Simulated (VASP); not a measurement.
# Si5C (P-6m2) in VASP: further runs, part 2 of 2

VASP 6.6.1. Earlier steps stand in the parts before.

### 4 Single point, PBE, collinear spin, ferromagnetic start

The input, INCAR:

```
  PREC = Accurate
  ENCUT = 520
  EDIFF = 1E-6
  ISMEAR = 0
  SIGMA = 0.1
  LREAL = F
  LASPH = T
  NELM = 150
  ALGO = Normal
  ISIF = 2
  LWAVE = F
  LCHARG = F
  ISPIN = 2
  MAGMOM = 0 0 0 0 0 1
  LORBIT = 11
  GGA = PE
  NBANDS = 25
```

The input, KPOINTS:

```
regular mesh
0
Gamma
  6 6 2
```

The input, POSCAR:

```
Si5C
1.0
    2.7765106600      0.0000000000      0.0000000000
   -1.3882553300      2.4045287700      0.0000000000
    0.0000000000      0.0000000000     13.3001225800
Si C
5 1
Direct
    0.3333333300      0.6666666700      0.8333333300
    0.3333333300      0.6666666700      0.1666666700
    0.3333333300      0.6666666700      0.5000000000
    0.6666666700      0.3333333300      0.3333333300
    0.6666666700      0.3333333300      0.6666666700
    0.6666666700      0.3333333300      0.0000000000
```

Potentials or basis: VASP PAW PBE potentials, release 64 (Si, C).

Command:

```console
$ cat potpaw_PBE.64/Si/POTCAR potpaw_PBE.64/C/POTCAR > POTCAR
$ mpirun -np 1 vasp_std > vasp.out
```

OUTCAR:

```text
PREC = Accurate
   ENCUT = 520
   EDIFF = 1E-6
   ISMEAR = 0
   LREAL = F
   LASPH = T
   NELM = 150
   ISIF = 2
   ISPIN = 2
   LORBIT = 11
   GGA = PE

 ion  position               nearest neighbor table
   1  0.333  0.667  0.833-   5 2.74   5 2.74   5 2.74
   2  0.333  0.667  0.167-   4 2.74   4 2.74   4 2.74
   3  0.333  0.667  0.500-   4 2.74   5 2.74   4 2.74   5 2.74   4 2.74   5 2.74
   4  0.667  0.333  0.333-   2 2.74   2 2.74   2 2.74   3 2.74   3 2.74   3 2.74
   5  0.667  0.333  0.667-   1 2.74   1 2.74   1 2.74   3 2.74   3 2.74   3 2.74
   6  0.667  0.333  0.000-

  LATTYP: Found a hexagonal cell.
 ALAT       =     2.7765106600
 C/A-ratio  =     4.7902292513

  Lattice vectors:

 A1 = (   2.7765106600,   0.0000000000,   0.0000000000)
 A2 = (  -1.3882553300,   2.4045287700,   0.0000000000)
 A3 = (   0.0000000000,   0.0000000000,  13.3001225800)

[... 962 lines left out ...]
  -------------------------------------------------------------------------------------
  Total       -2.6595346     -2.6595346     -9.1060339      0.0000000     -0.0000000     -0.0000000
  in kB      -47.9878458    -47.9878459   -164.3065503      0.0000000     -0.0000000     -0.0000000
  external PRESSURE =     -86.7607473 kB  Pullay stress =       0.0000000 kB

 VOLUME and BASIS-vectors are now :
 -----------------------------------------------------------------------------
  energy-cutoff  :      520.00
  volume of cell :       88.79
      direct lattice vectors                 reciprocal lattice vectors
     2.776510660  0.000000000  0.000000000     0.360164293  0.207940951  0.000000000
    -1.388255330  2.404528770  0.000000000     0.000000000  0.415881903  0.000000000
     0.000000000  0.000000000 13.300122580     0.000000000  0.000000000  0.075187277

 POSITION                                       TOTAL-FORCE (eV/Angst)
 -----------------------------------------------------------------------------------
     -0.00000      1.60302     11.08344        -0.000000      0.000000      1.383461
     -0.00000      1.60302      2.21669        -0.000000      0.000000     -1.383461
     -0.00000      1.60302      6.65006        -0.000000     -0.000000      0.000000
      1.38826      0.80151      4.43337         0.000000     -0.000000      0.180139
      1.38826      0.80151      8.86675        -0.000000     -0.000000     -0.180139
      1.38826      0.80151      0.00000         0.000000     -0.000000      0.000000
 -----------------------------------------------------------------------------------
    total drift:                               -0.000004      0.000002      0.000000

  FREE ENERGIE OF THE ION-ELECTRON SYSTEM (eV)
  ---------------------------------------------------
  free  energy   TOTEN  =       -28.5878014582 eV

  energy  without entropy=      -28.5770400085  energy(sigma->0) =      -28.58242073

 total charge

# of ion       s       p       d       tot
------------------------------------------
    1        0.848   0.639   0.000   1.487
    2        0.848   0.639   0.000   1.487
    3        0.845   0.695   0.000   1.539
    4        0.830   0.706   0.000   1.535
    5        0.830   0.706   0.000   1.535
    6        1.039   0.963   0.000   2.003
--------------------------------------------------
tot          5.239   4.348   0.000   9.588

 magnetization (x)

# of ion       s       p       d       tot
------------------------------------------
    1       -0.000  -0.000   0.000  -0.000
    2       -0.000  -0.000   0.000  -0.000
    3       -0.000  -0.000   0.000  -0.000
    4       -0.000  -0.000   0.000  -0.000
    5       -0.000  -0.000   0.000  -0.000
    6        0.000  -0.000   0.000  -0.000
--------------------------------------------------
tot         -0.000  -0.000   0.000  -0.000
```

Wall time 77 s (1 thread of Intel Xeon Platinum 8488C (Sapphire Rapids), shared host); peak memory 0.28 GiB.

What came out:

- Free energy: -28.5878 eV
- Pressure: -8.7 GPa
- Largest force: 1.383 eV/Å
- Band gap on the k mesh: zero (filled and empty bands overlap)
- Net moment: 0.00 μB per cell
- Valence electrons inside the program's atomic spheres: Si 1.49, 1.54, 1.53; C 2.00

Forces in eV/Å, atoms in the order of the input:
```
Si   0.000  0.000  1.383
Si   0.000  0.000 -1.383
Si   0.000  0.000  0.000
Si   0.000  0.000  0.180
Si   0.000  0.000 -0.180
C    0.000  0.000  0.000
```

Levels at points of the mesh, in eV from the Fermi level:
Spin up:
```csv
k point,band 9,band 10,band 11,band 12,band 13,band 14,band 15,band 16
"(0.00, 0.00, 0.00)",-1.29,3.21,3.21,4.02,5.35,7.88,7.88,8.44
"(0.50, 0.00, 0.00)",-3.97,-3.79,-1.56,-1.25,-0.96,0.81,1.69,2.78
"(0.00, 0.00, 0.50)",1.31,1.87,3.21,3.21,6.82,7.87,7.87,8.47
"(0.50, 0.00, 0.50)",-3.76,-2.93,-2.40,-2.23,0.77,0.85,1.69,2.05
```
Spin down:
| k point | band 8 | band 9 | band 10 | band 11 | band 12 | band 13 | band 14 | band 15 | band 16 | band 17 |
| --- | --- | --- | --- | --- | --- | --- | --- | --- | --- | --- |
| (0.00, 0.00, 0.00) | -1.41 | -1.29 | 3.21 | 3.21 | 4.02 | 5.35 | 7.88 | 7.88 | 8.44 | 8.44 |
| (0.50, 0.00, 0.00) | -4.71 | -3.97 | -3.79 | -1.56 | -1.25 | -0.96 | 0.81 | 1.69 | 2.78 | 3.23 |
| (0.00, 0.00, 0.50) | -3.78 | 1.31 | 1.87 | 3.21 | 3.21 | 6.82 | 7.87 | 7.87 | 8.47 | 8.47 |
| (0.50, 0.00, 0.50) | -4.95 | -3.76 | -2.93 | -2.40 | -2.23 | 0.77 | 0.85 | 1.69 | 2.05 | 2.90 |

Caveat: the k points lie up to 0.44 Å⁻¹ apart; forces of over 1 eV/Å act on the atoms, so gaps and moduli don't describe the material at rest.

### 5 Single point, PBE

This run uses another cell than the first one, of 12.87 Å³/atom, 0.870 times its volume.

The input, INCAR:

```
  ALGO = Normal
  EDIFF = 1E-6
  ENCUT = 520
  GGA = PE
  ISIF = 2
  ISMEAR = 0
  LASPH = T
  LCHARG = F
  LREAL = F
  LWAVE = F
  NBANDS = 21
  NELM = 100
  PREC = Accurate
  SIGMA = 0.1
```

The input, KPOINTS:

```
k-points
0
Gamma
  18 18 4
```

The input, POSCAR:

```
Si5C
1.0
    2.8895136858      0.0000000000      0.0000000000
   -1.4447568429      2.5023922565      0.0000000000
    0.0000000000      0.0000000000     10.6809856470
Si C
5 1
Direct
    0.3333333333      0.6666666667      0.8861278159
    0.3333333333      0.6666666667      0.1138721841
    0.3333333333      0.6666666667      0.5000000000
    0.6666666667      0.3333333333      0.3109852310
    0.6666666667      0.3333333333      0.6890147690
    0.6666666667      0.3333333333      0.0000000000
```

Command:

```console
$ cat potpaw_PBE.64/Si/POTCAR potpaw_PBE.64/C/POTCAR > POTCAR
$ mpirun -np 1 vasp_std > vasp.out
```

It took 1.8 min on 1 thread of Intel Xeon Platinum 8488C (Sapphire Rapids), shared host; peak memory 0.28 GiB.

It converged, with:

```
Free energy            : -32.5014 eV
Pressure               : 0.0 GPa
Largest force          : 0.016 eV/Å
Band gap on the k mesh : zero (band 12 reaches 16.12 eV, above the bottom of band 13 at 7.62 eV)
```

Forces on the atoms (eV/Å):
```
Si   0.000  0.000  0.016
Si   0.000  0.000 -0.016
Si   0.000  0.000  0.000
Si   0.000  0.000  0.002
Si   0.000  0.000 -0.002
C    0.000  0.000  0.000
```

Stress tensor (GPa, compression positive):
```
 0.05  0.00  0.00
 0.00  0.05  0.00
 0.00  0.00 -0.12
```

Levels at points of the mesh, in eV from the Fermi level:
```tsv
k point	band 10	band 11	band 12	band 13	band 14	band 15
(0.00, 0.00, 0.00)	2.85	4.42	5.09	5.96	5.96	6.58
(0.50, 0.00, 0.00)	-3.69	-3.25	-0.61	1.29	1.60	1.91
(0.00, 0.00, 0.50)	0.15	5.00	5.91	5.91	6.41	6.41
(0.50, 0.00, 0.50)	-2.94	-2.67	-1.27	-0.86	1.77	2.23
```

### 6 Relaxation of cell and atoms, PBE

This run uses another cell than the first one, of 13.37 Å³/atom, 0.903 times its volume.

The input, INCAR:

```
PREC = Accurate
ENCUT = 600
EDIFF = 1E-6
ISMEAR = 0
SIGMA = 0.1
LREAL = False
LASPH = True
NELM = 100
ALGO = Normal
ISIF = 3
LWAVE = False
LCHARG = False
GGA = PE
IBRION = 2
NSW = 100
EDIFFG = -0.01
```

The input, KPOINTS:

```
regular mesh
0
Gamma
  18 18 4
```

The input, POSCAR:

```
Si5C
1.0
    2.7712274392      0.0000000000      0.0000000000
   -1.3856137196      2.3999533621      0.0000000000
    0.0000000000      0.0000000000     12.0602525983
Si C
5 1
Direct
    0.3333333333      0.6666666667      0.8996445590
    0.3333333333      0.6666666667      0.1003554410
    0.3333333333      0.6666666667      0.5000000000
    0.6666666667      0.3333333333      0.3087497425
    0.6666666667      0.3333333333      0.6912502575
    0.6666666667      0.3333333333      0.0000000000
```

Potentials or basis: VASP PAW PBE potentials, release 64 (Si, C).

Command:

```console
$ cat potpaw_PBE.64/Si/POTCAR potpaw_PBE.64/C/POTCAR > POTCAR
$ mpirun -np 1 vasp_std > vasp.out
```

OUTCAR:

```text
PREC = Accurate
   ENCUT = 600
   EDIFF = 1E-6
   ISMEAR = 0
   LREAL = False
   LASPH = True
   NELM = 100
   ISIF = 3
   GGA = PE
   IBRION = 2
   NSW = 100
   EDIFFG = -0.01

 ion  position               nearest neighbor table
   1  0.333  0.667  0.900-   6 2.01   6 2.01   6 2.01   2 2.42   5 2.98   5 2.98   5 2.98
   2  0.333  0.667  0.100-   6 2.01   6 2.01   6 2.01   1 2.42   4 2.98   4 2.98   4 2.98
   3  0.333  0.667  0.500-   4 2.81   5 2.81   4 2.81   5 2.81   4 2.81   5 2.81
   4  0.667  0.333  0.309-   3 2.81   3 2.81   3 2.81   2 2.98   2 2.98   2 2.98
   5  0.667  0.333  0.691-   3 2.81   3 2.81   3 2.81   1 2.98   1 2.98   1 2.98
   6  0.667  0.333  0.000-   1 2.01   2 2.01   1 2.01   2 2.01   1 2.01   2 2.01

  LATTYP: Found a hexagonal cell.
 ALAT       =     2.7712274392
 C/A-ratio  =     4.3519533719

  Lattice vectors:

 A1 = (   2.7712274392,   0.0000000000,   0.0000000000)
 A2 = (  -1.3856137196,   2.3999533621,   0.0000000000)
 A3 = (   0.0000000000,   0.0000000000,  12.0602525983)

Analysis of symmetry for initial positions (statically):
=====================================================================
 Subroutine PRICEL returns:
 Original cell was already a primitive cell.

 Routine SETGRP: Setting up the symmetry group for a
 hexagonal supercell.

 Subroutine GETGRP returns: Found 12 space group operations
 (whereof 12 operations were pure point group operations)
 out of a pool of 24 trial point group operations.

The static configuration has the point symmetry D_3h.

Analysis of symmetry for dynamics (positions and initial velocities):
=====================================================================
 Subroutine PRICEL returns:
 Original cell was already a primitive cell.

 Routine SETGRP: Setting up the symmetry group for a
 hexagonal supercell.

 Subroutine GETGRP returns: Found 12 space group operations
 (whereof 12 operations were pure point group operations)
 out of a pool of 24 trial point group operations.

The dynamic configuration has the point symmetry D_3h.

[... 145 lines left out ...]

--------------------------------------- Ionic step        1  -------------------------------------------

 number of electron      24.0000001 magnetization

 Free energy of the ion-electron system (eV)
  ---------------------------------------------------
  ext. energy  EPLUGINS =         0.00000000
  ---------------------------------------------------
  free energy    TOTEN  =       -32.28593025 eV

  energy without entropy =      -32.27778498  energy(sigma->0) =      -32.28185761

------------------------ aborting loop because EDIFF is reached ----------------------------------------

  FORCE on cell =-STRESS in cart. coord.  units (eV):
  Direction    XX          YY          ZZ          XY          YZ          ZX
  --------------------------------------------------------------------------------------
  -------------------------------------------------------------------------------------
  Total        1.1861710      1.1861710     -2.2050403      0.0000000      0.0000000      0.0000000
  in kB       23.6933521     23.6933521    -44.0449119      0.0000000      0.0000000      0.0000000
  external PRESSURE =       1.1139308 kB  Pullay stress =       0.0000000 kB
[... 101 lines left out ...]
  FREE ENERGIE OF THE ION-ELECTRON SYSTEM (eV)
  ---------------------------------------------------
  free  energy   TOTEN  =       -32.3134749230 eV

  energy  without entropy=      -32.3023367161  energy(sigma->0) =      -32.30790582

 E-fermi :   9.9285     XC(G=0): -11.2845

 val. band max:        9.9225005989   @ k =   0.3333   0.0000   0.0000
 cond. band min:       9.9405942111   @ k =   0.2222   0.0000   0.5000
 fundamental gap:      0.0180936122
 Fermi energy:         9.9284989844

 k-point     1 :       0.0000    0.0000    0.0000
  band No.  band energies     occupation
      1      -6.7005      2.00000
      2      -3.4842      2.00000
      3      -3.2422      2.00000
      4      -0.1867      2.00000
      5      -0.1552      2.00000
      6       5.0116      2.00000
[... 435 lines left out ...]
      5       3.7816      2.00000
      6       3.8231      2.00000
[... 8 lines left out ...]
     15      10.3758      0.00000
     16      12.3944      0.00000

 [... further k-points ...]

[... ionic steps 4 to 25 ...]

--------------------------------------- Ionic step       26  -------------------------------------------

 number of electron      24.0000001 magnetization

------------------------ aborting loop because EDIFF is reached ----------------------------------------
[... 75 lines left out ...]
--------------------------------------- Ionic step       28  -------------------------------------------

 number of electron      24.0000001 magnetization

 Free energy of the ion-electron system (eV)
  ---------------------------------------------------
  ext. energy  EPLUGINS =         0.00000000
  ---------------------------------------------------
  free energy    TOTEN  =       -32.50328414 eV

  energy without entropy =      -32.49350268  energy(sigma->0) =      -32.49839341

 E-fermi :  10.2187     XC(G=0): -11.3693

 val. band max:       10.2176360088   @ k =   0.2778   0.0556   0.2500
 cond. band min:      10.2251048164   @ k =   0.2222   0.1667   0.2500
 fundamental gap:      0.0074688076
 Fermi energy:        10.2187416487

 k-point     1 :       0.0000    0.0000    0.0000
  band No.  band energies     occupation
      1      -6.7012      2.00000
      2      -3.4974      2.00000
      3      -2.9521      2.00000
      4       0.0545      2.00000
      5       0.3179      2.00000
      6       5.5116      2.00000
[... 480 lines left out ...]
  FREE ENERGIE OF THE ION-ELECTRON SYSTEM (eV)
  ---------------------------------------------------
  free  energy   TOTEN  =       -32.5032841437 eV

  energy  without entropy=      -32.4935026826  energy(sigma->0) =      -32.49839341

 reached required accuracy - stopping structural energy minimisation
```

CONTCAR:

```text
Si5C
   1.00000000000000
     2.8903762180481727   -0.0000000000000000   -0.0000000000000000
    -1.4451881090240863    2.5031392314238996    0.0000000000000000
     0.0000000000000000    0.0000000000000000   10.6750507387205751
  Si              C
     5     1
Direct
     0.3333333332999970    0.6666666667000030    0.8861445191952863
     0.3333333332999970    0.6666666667000030    0.1138554808047135
     0.3333333332999970    0.6666666667000030    0.5000000000000000
     0.6666666667000030    0.3333333332999970    0.3111267399726866
     0.6666666667000030    0.3333333332999970    0.6888732600273132
     0.6666666667000030    0.3333333332999970    0.0000000000000000

  0.00000000E+00  0.00000000E+00  0.00000000E+00
  0.00000000E+00  0.00000000E+00  0.00000000E+00
  0.00000000E+00  0.00000000E+00  0.00000000E+00
  0.00000000E+00  0.00000000E+00  0.00000000E+00
  0.00000000E+00  0.00000000E+00  0.00000000E+00
  0.00000000E+00  0.00000000E+00  0.00000000E+00
```

It took 29 min on 1 thread of Intel Xeon Platinum 8488C (Sapphire Rapids), shared host; peak memory 0.33 GiB.

What came out:

```yaml
Free_energy: -32.5033 eV
Relaxed_volume: 12.87 Å³/atom
Relaxed_cell: a = 2.890 Å, b = 2.890 Å, c = 10.675 Å, α = 90.00°, β = 90.00°, γ = 120.00°
Space_group_after_relaxing_to_0.05_Å: P-6m2 (No. 187)
Energy_gained_by_relaxing: 36.2 meV/atom
Ionic_steps: 28
Pressure_after_relaxing: 0.0 GPa
Largest_force_after_relaxing: 0.008 eV/Å
```

Forces in eV/Å, atoms in the order of the input:
```
Si   0.000  0.000 -0.008
Si   0.000  0.000  0.008
Si   0.000  0.000  0.000
Si   0.000  0.000 -0.004
Si   0.000  0.000  0.004
C    0.000  0.000  0.000
```

The path:
| step | energy change (eV) | largest force (eV/Å) | pressure (GPa) | volume (Å³) |
| --- | --- | --- | --- | --- |
| 1 | 0.0000 | 0.0588 | 0.11 | 80.21 |
| 2 | -0.0275 | 0.7103 | -0.05 | 80.30 |
| 3 | -0.0275 | 0.6810 | -0.05 | 80.30 |
| 4 | -0.0583 | 0.2933 | -1.27 | 80.32 |
| 5 | -0.1119 | 0.7784 | -3.98 | 80.31 |
| 6 | -0.1182 | 0.8020 | -3.97 | 80.21 |
| 7 | -0.1321 | 0.8969 | -3.80 | 79.89 |
| 8 | -0.1429 | 1.0590 | -3.39 | 79.22 |
| 9 | -0.1601 | 0.8833 | -2.93 | 78.95 |
| 10 | -0.1944 | 0.3303 | -1.44 | 78.16 |
| 11 | -0.1755 | 0.9389 | 1.96 | 76.59 |
| 12 | -0.2016 | 0.1534 | -0.37 | 77.63 |
| 13 | -0.2016 | 0.1537 | -0.31 | 77.60 |
| 14 | -0.2022 | 0.1497 | -0.25 | 77.55 |
| 15 | -0.2036 | 0.1380 | -0.06 | 77.38 |
| 16 | -0.2056 | 0.1148 | 0.34 | 77.05 |
| 17 | -0.2053 | 0.0721 | 1.15 | 76.40 |
| 18 | -0.2061 | 0.0942 | 0.71 | 76.75 |
| 19 | -0.2070 | 0.0881 | 0.68 | 76.77 |
| 20 | -0.2096 | 0.0715 | 0.57 | 76.84 |
| 21 | -0.2140 | 0.0376 | 0.36 | 76.97 |
| 22 | -0.2160 | 0.0837 | 0.06 | 77.23 |
| 23 | -0.2168 | 0.0361 | 0.15 | 77.13 |
| 24 | -0.2168 | 0.0400 | 0.15 | 77.14 |
| 25 | -0.2172 | 0.0236 | 0.00 | 77.23 |
| 26 | -0.2173 | 0.0062 | -0.15 | 77.34 |
| 27 | -0.2173 | 0.0097 | -0.13 | 77.32 |
| 28 | -0.2174 | 0.0085 | -0.02 | 77.23 |

Final structure:
```cif
data_structure
_symmetry_space_group_name_H-M 'P 1'
_symmetry_Int_Tables_number 1
_cell_length_a 2.8904
_cell_length_b 2.8904
_cell_length_c 10.6751
_cell_angle_alpha 90.000
_cell_angle_beta 90.000
_cell_angle_gamma 120.000
_cell_volume 77.23
loop_
_atom_site_label
_atom_site_type_symbol
_atom_site_fract_x
_atom_site_fract_y
_atom_site_fract_z
_atom_site_occupancy
Si1 Si 0.33333 0.66667 0.88614 1
Si2 Si 0.33333 0.66667 0.11386 1
Si3 Si 0.33333 0.66667 0.50000 1
Si4 Si 0.66667 0.33333 0.31113 1
Si5 Si 0.66667 0.33333 0.68887 1
C1 C 0.66667 0.33333 0.00000 1
```

Caveat: the bands computed are all filled at some k points, so no gap is given.

### 7 Summary

| task | spin | cell | k mesh | cutoff (eV) | gap on the mesh (eV) | pressure (GPa) | moment (μB) | relaxed volume (Å³/atom) | largest force (eV/Å) |
| --- | --- | --- | --- | --- | --- | --- | --- | --- | --- |
| relaxation of cell and atoms | off | relaxed from a = 2.777, b = 2.777, c = 13.300 Å, angles 90.0, 90.0, 120.0°, 6 atoms | 6 × 6 × 2 | 600 | none | 0.0 | - | 12.89 | 0.02 |
| single point | collinear, ferromagnetic start | a = 2.771, b = 2.771, c = 12.060 Å, angles 90.0, 90.0, 120.0°, 6 atoms | 6 × 6 × 2 | 520 | none | -0.1 | 0.00 | - | 0.01 |
| single point | collinear, ferromagnetic start | a = 2.777, b = 2.777, c = 13.300 Å, angles 90.0, 90.0, 120.0°, 6 atoms | 6 × 6 × 2 | 520 | none | -8.7 | 0.00 | - | 1.38 |
| single point | off | a = 2.890, b = 2.890, c = 10.681 Å, angles 90.0, 90.0, 120.0°, 6 atoms | 18 × 18 × 4 | 520 | none | 0.0 | - | - | 0.02 |
| relaxation of cell and atoms | off | relaxed from a = 2.771, b = 2.771, c = 12.060 Å, angles 90.0, 90.0, 120.0°, 6 atoms | 18 × 18 × 4 | 600 | - | 0.0 | - | 12.87 | 0.01 |

Alike in all rows: level PBE; potentials or basis VASP PAW PBE potentials, release 64 (Si, C); smearing gaussian 0.1 eV.

Caveats: some runs use coarse meshes; forces of over 1 eV/Å act on the atoms, so gaps and moduli don't describe the material at rest (some runs); the bands computed are all filled at some k points, so no gap is given (some runs).

Total energies depend on the potentials used, so only differences within one code and one set of settings carry meaning.
